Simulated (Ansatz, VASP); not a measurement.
## One calculation of HfO2, two programs

```
Hf O
1.0
     7.17414    0.00000    0.00000
     0.00000    5.07288    0.00000
     0.00000    0.00000   23.38061
Hf O
8 16
Cartesian
  1.7935 2.5364 8.0000
  5.3806 2.5364 8.0000
  3.5871 0.0000 9.7935
  0.0000 0.0000 9.7935
  5.3730 2.5328 11.7665
  1.8009 2.5363 11.7688
  0.0052 -0.0384 13.1776
  3.5738 0.0253 13.2446
  3.5871 3.8047 8.0000
  0.0000 3.8047 8.0000
  3.5871 1.2682 8.0000
  0.0000 1.2682 8.0000
  5.3806 1.2682 9.7935
  1.7935 1.2682 9.7935
  5.3806 3.8047 9.7935
  1.7935 3.8047 9.7935
  0.0020 3.7937 11.5716
  3.5878 3.8124 11.6557
  -0.0065 1.2827 11.6362
  3.5889 1.2998 11.6107
  1.8219 1.2149 13.4550
  5.3381 1.2171 13.4763
  1.7248 3.8295 13.4305
  5.4559 3.8286 13.4286
```

Alike in both runs: task single point; functional PBE; dispersion D3(BJ); k mesh 2 × 3 × 1; occupations gaussian, width 0.05 eV; no spin polarisation.

```csv
,VASP,Ansatz
version,VASP 6.6.1,Ansatz 0.2.0
potentials or method,"VASP PAW PBE potentials, release 64 (Hf_pv, O), cutoff 520 eV","scalar-relativistic, plane waves, PAW"
valence electrons in the cell,176,304
```

|  | VASP | Ansatz | Ansatz less VASP |
| --- | --- | --- | --- |
| gap on the k mesh at the Fermi level (eV) | 1.65 | 1.67 | +0.019 |
| least direct gap on the mesh (eV) | 1.65 | 1.67 | +0.019 |
| rms of the force components (eV/Å) | 1.014 | 0.986 | -0.0276 |

VASP's potentials hold 176 valence electrons a cell and Ansatz's 304, so a difference there can come from the potentials and not from the codes.

The k mesh is coarse, so the values compare programs but aren't converged. Spin-orbit coupling is off throughout.
